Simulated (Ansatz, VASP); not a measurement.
Two plane-wave programs on Ta4O

File INCAR:

```
SYSTEM = Ta4O
ALGO = Normal
EDIFF = 1E-7
ENCUT = 520
GGA = PS
ISIF = 2
ISMEAR = 0
LASPH = .True.
LCHARG = .False.
LREAL = .False.
LWAVE = .False.
NBANDS = 33
NELM = 100
PREC = Accurate
SIGMA = 0.15
```

KPOINTS

```
k-points
0
Gamma
  14 14 8
  0 0 0
```

Contents of POSCAR:

```
Ta4O
1.0
    3.2109380109      0.0000000000      0.0000000000
    0.0000000000      3.2109380109      0.0000000000
    0.0000000000      0.0000000000      7.3419833767
Ta O
4 1
Direct
   -0.0539422063     -0.0539422063      0.4764089522
    0.4460577937      0.4460577937      0.7591921547
    0.4460577937      0.4460577937      0.1936257497
   -0.0539422063     -0.0539422063     -0.0235910478
    0.5000000000      0.5000000000      0.5000000000
```

Input for Ansatz:

```yaml
crystal:
  lattice:
    - [3.2109380109, 0.0, 0.0]
    - [0.0, 3.2109380109, 0.0]
    - [0.0, 0.0, 7.3419833767]
  atoms:
    - { symbol: Ta, position: [-0.0539422063, -0.0539422063, 0.4764089522] }
    - { symbol: Ta, position: [0.4460577937, 0.4460577937, 0.7591921547] }
    - { symbol: Ta, position: [0.4460577937, 0.4460577937, 0.1936257497] }
    - { symbol: Ta, position: [-0.0539422063, -0.0539422063, -0.0235910478] }
    - { symbol: O, position: [0.5, 0.5, 0.5] }
basis:
  ecutwfc: 420
kpoints:
  mp_grid: { grid: [14, 14, 8] }
hamiltonian:
  xc: pbesol
scf:
  occupations: { method: gaussian, width: 0.15 }
output:
  forces: true
  stress: true
  eigenvalues: true
```

Change from the starting cell: all Ta atoms moved -0.300 Å, as atom 1 along Cartesian [1 1 1].

Alike in both runs: task single point; functional PBEsol; k mesh 14 × 14 × 8; occupations gaussian, width 0.15 eV; no spin polarisation.

|  | VASP | Ansatz |
| --- | --- | --- |
| version | VASP 6.6.1 | Ansatz 0.2.0 |
| potentials or method | VASP PAW PBE potentials, release 64 (Ta_pv, O), cutoff 520 eV | scalar-relativistic, plane waves, PAW |
| valence electrons in the cell | 50 | 58 |

Ansatz gave:

* gap on the k mesh at the Fermi level (eV): none
* pressure (GPa): 4.3
* traceless stress, the component that is largest in VASP (GPa): 3.40
* rms of the force components (eV/Å): 1.245

Q: Which values does VASP return?

A: gap on the k mesh at the Fermi level (eV): none; pressure (GPa): 4.7; traceless stress, the component that is largest in VASP (GPa): 3.46; rms of the force components (eV/Å): 1.279.

VASP's potentials were made for PBE, not for PBEsol. Atom by atom the forces differ by 0.038 eV/Å (rms over components). A gap of «none» marks a metal or a gap that the smearing closes. The functional is the same, so the differences come from potentials, cutoffs and numerics. VASP's potentials hold 50 valence electrons a cell and Ansatz's 58, so a difference there can come from the potentials and not from the codes.

Neither program's run includes spin-orbit coupling.
